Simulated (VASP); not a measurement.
The system is In6O.

```
In O
1.0
     6.10758    0.00000    0.00000
    -3.05379    5.28932    0.00000
     0.00000    0.00000    5.65982
In O
6 1
Direct
  0.66886 0.66886 0.26073
  0.00000 0.66886 0.73927
  0.66886 0.00000 0.73927
  0.33114 0.33114 0.73927
  0.00000 0.33114 0.26073
  0.33114 0.00000 0.26073
  0.00000 0.00000 0.00000
```

* Program: VASP 6.6.1
* Task: relaxation of cell and atoms
* Functional: PBE
* Potentials or basis: VASP PAW PBE potentials, release 64 (In_d, O)
* Cutoff: 600 eV
* k mesh: 3 × 3 × 3
* Occupations: gaussian, width 0.2 eV
* Spin: no spin polarisation

At the start: pressure -1.2 GPa; volume 26.12 Å³/atom.

Problem. How do energy, volume and symmetry change on relaxing?

Solution. Over 7 steps the energy falls by 41.1 meV/atom and the volume is 25.37 Å³/atom (-2.9 %); space group P-31m (No. 162, to 0.05 Å).

Step by step:
```tsv
step	energy change (eV)	largest force (eV/Å)	pressure (GPa)	volume (Å³)
1	0.0000	0.4121	-1.23	182.84
2	-0.0931	0.3118	-0.14	177.55
3	-0.1382	0.2446	1.51	171.25
4	-0.1974	0.2151	1.48	171.34
5	-0.2456	0.2699	1.61	171.37
6	-0.2850	0.0982	0.27	175.92
7	-0.2877	0.0429	-0.19	177.61
```

Final structure:
```
In O
1.0
     5.84269    0.00000    0.00000
    -2.92135    5.05992    0.00000
     0.00000    0.00000    6.00783
In O
6 1
Direct
  0.66624 0.66624 0.24676
  0.00000 0.66624 0.75324
  0.66624 0.00000 0.75324
  0.33376 0.33376 0.75324
  0.00000 0.33376 0.24676
  0.33376 0.00000 0.24676
  0.00000 0.00000 0.00000
```

Caveat: the k points lie up to 0.41 Å⁻¹ apart in the final cell; the relaxation stopped at a loose force limit of 0.08 eV/Å, so its end isn't a converged minimum.
